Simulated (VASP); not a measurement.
The system is Ni.

```
CELL_PARAMETERS angstrom
0.00000 1.73757 1.73757
1.73757 0.00000 1.73757
1.73757 1.73757 0.00000
ATOMIC_POSITIONS crystal
Ni 0.00000 0.00000 0.00000
```

Base run:

* Program: VASP 6.6.1
* Functional: PBE
* Potentials or basis: VASP PAW PBE potentials, release 64 (Ni)
* Cutoff: 520 eV
* k mesh: 10 × 10 × 10
* Occupations: fermi-dirac, width 0.05 eV
* Spin: collinear spin, ferromagnetic start
* Starting moments: [1.0] μB

Its results: pressure 8.4 GPa; net moment 0.70 μB per cell; site moments Ni +0.71 μB.

Question: The run is repeated on the same cell with these changes: further incar settings from ALGO = Normal; EDIFF = 1e-07; NBANDS = 15 to ALGO = Normal; EDIFF = 1e-06; NBANDS = 15; hubbard terms from none to Ni d U = 2.0 eV. What comes out?

Answer: Pressure 4.0 GPa; net moment 0.73 μB per cell; site moments Ni +0.74 μB.

Caveats: the cell stands under pressure; the U is typed as a test and isn't derived for this compound (at least some runs).
